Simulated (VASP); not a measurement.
A run of VASP 6.6.1 is set up as follows.

Contents of INCAR:

```
SYSTEM = Y
PREC = Accurate
ENCUT = 520
EDIFF = 1E-7
ISMEAR = 0
SIGMA = 0.1
LREAL = .False.
LASPH = .True.
NELM = 80
ALGO = Fast
ISIF = 2
LWAVE = .False.
LCHARG = .False.
GGA = PE
NBANDS = 30
```

File KPOINTS:

```
regular mesh
0
Gamma
  10 10 8
  0 0 0
```

POSCAR

```
Y
1.0
    2.8937653509     -6.2300365735      0.0000000000
    2.8937653509      6.2300365735      0.0000000000
    0.0000000000      0.0000000000      3.7049306582
Y
4
Direct
    0.1377418579      0.8622581421     -0.0000119638
    0.6377418579      0.3622581421      0.5000119638
    0.8622581421      0.1377418579      1.0000119638
    0.3622581421      0.6377418579      0.4999880362
```

Potentials or basis: VASP PAW PBE potentials, release 64 (Y_sv).

The run is started by

```sh
$ cat potpaw_PBE.64/Y_sv/POTCAR > POTCAR
$ mpirun -np 1 vasp_std > vasp.out
```

Estimate the largest force.

0.005 eV/Å.

What does it give for the pressure?

-0.1 GPa.

Estimate the band gap on the k mesh.

zero (bands 22 and 23 overlap by 0.19 eV).

Forces in eV/Å, atoms in the order of the input:
```
Y    0.000 -0.005  0.000
Y    0.000 -0.005  0.000
Y    0.000  0.005  0.000
Y    0.000  0.005  0.000
```
